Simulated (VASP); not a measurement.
AgBr:

```xyz
2
Lattice="0.0000 2.8116 2.8116 2.8116 0.0000 2.8116 2.8116 2.8116 0.0000" Properties=species:S:1:pos:R:3 pbc="T T T"
Ag    0.0000    0.0000    0.0000
Br    2.8116    2.8116    2.8116
```

This cell differs from its parent crystal: volume scaled by 0.94.

Program: VASP 6.6.1. Alike in all runs: task single point; cell as given; cutoff (eV) 500.

**Question.** Order these runs on this cell by their pressure, lowest first.
A. level PBE; potentials or basis VASP PAW PBE potentials, release 64 (Ag, Br); spin off; k mesh 8 × 8 × 8; smearing fermi-dirac 0.05 eV
B. level LDA+U; potentials or basis VASP PAW LDA potentials, release 64 (Ag, Br); spin non-collinear, zero start, SOC; U Ag d U = 1.0 eV; k mesh 6 × 6 × 6; smearing methfessel-paxton 0.01 eV
C. level RPBE; potentials or basis VASP PAW PBE potentials, release 64 (Ag, Br); spin off; k mesh 8 × 8 × 8; smearing fermi-dirac 0.05 eV
D. level BLYP; potentials or basis VASP PAW PBE potentials, release 64 (Ag, Br); spin off; k mesh 8 × 8 × 8; smearing fermi-dirac 0.05 eV
E. level PBEsol; potentials or basis VASP PAW PBE potentials, release 64 (Ag, Br); spin off; k mesh 8 × 8 × 8; smearing fermi-dirac 0.05 eV

**Answer.** B (-1.2 GPa), E (1.5 GPa), A (6.0 GPa), C (8.9 GPa), D (10.6 GPa).

Caveats: the PAW data sets were made with another functional, which shifts forces and pressure a little (some runs).
